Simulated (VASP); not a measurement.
The system is Cr.

```
Cr
1.0
    -1.42392    1.42392    1.42392
     1.42392   -1.42392    1.42392
     1.42392    1.42392   -1.42392
Cr
1
Direct
  0.00000 0.00000 0.00000
```

Base run:

| Quantity | Value |
| --- | --- |
| Program | VASP 6.6.1 |
| Functional | PBE |
| Potentials or basis | VASP PAW PBE potentials, release 64 (Cr_sv) |
| Cutoff | 600 eV |
| k mesh | 20 × 20 × 20 |
| Occupations | gaussian, width 0.1 eV |
| Spin | no spin polarisation |

Its results: band gap on the k mesh zero (band 7 reaches 16.47 eV, above the bottom of band 8 at 13.10 eV); pressure -3.1 GPa.

**Question.** The run is repeated on the same cell with these changes: potentials or basis from VASP PAW PBE potentials, release 64 (Cr_sv) to VASP PAW PBE potentials, release 64 (Cr_pv); cutoff from 600 eV to 520 eV; further incar settings from ALGO = Normal; EDIFF = 1e-06; NBANDS = 13 to ALGO = Normal; EDIFF = 1e-06; NBANDS = 12; valence electrons from 14 to 12. What comes out?

**Answer.** Band gap on the k mesh zero (band 6 reaches 13.42 eV, above the bottom of band 7 at 10.06 eV); pressure -1.1 GPa.

Caveats: the run has no spin polarisation, though such a crystal can be magnetic.
